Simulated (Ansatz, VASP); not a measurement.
MnBr4: VASP beside Ansatz

```
Mn Br
1.0
     5.14538    0.00000    0.00000
     0.00000    5.14538    0.00000
     0.00000    0.00000    5.14538
Mn Br
1 4
Cartesian
  2.5727 2.5727 2.5727
  0.0000 0.0000 0.0000
  2.5727 2.5727 0.0000
  2.5727 0.0000 2.5727
  0.0000 2.5727 2.5727
```

Change from the starting cell: species swapped into the Mn4N type (Pm-3m, No. 221).

Alike in both runs: functional PBE; k mesh 8 × 8 × 8; occupations gaussian, width 0.1 eV; collinear spin.

Ansatz relaxed the structure, and its values are those at the end. VASP's run is a single point on that final structure, the one shown.

|  | VASP | Ansatz |
| --- | --- | --- |
| version | VASP 6.6.1 | Ansatz 0.2.0 |
| potentials or method | VASP PAW PBE potentials, release 64 (Mn_pv, Br), cutoff 520 eV | scalar-relativistic, plane waves, PAW |
| valence electrons in the cell | 41 | 43 |

|  | VASP | Ansatz | Ansatz less VASP |
| --- | --- | --- | --- |
| gap on the k mesh at the Fermi level (eV) | none | none | - |
| pressure (GPa) | 0.0 | 0.0 | -0.03 |
| net moment per atom (μB) | 0.60 | 0.60 | 0.000 |
| size of the moment on the site where the two differ most (μB) | 0.65 | 0.83 | +0.178 |

Site moments also hang on the region over which each program counts them. A gap of «none» marks a metal or a gap that the smearing closes. VASP's potentials hold 41 valence electrons a cell and Ansatz's 43, so a difference there can come from the potentials and not from the codes.
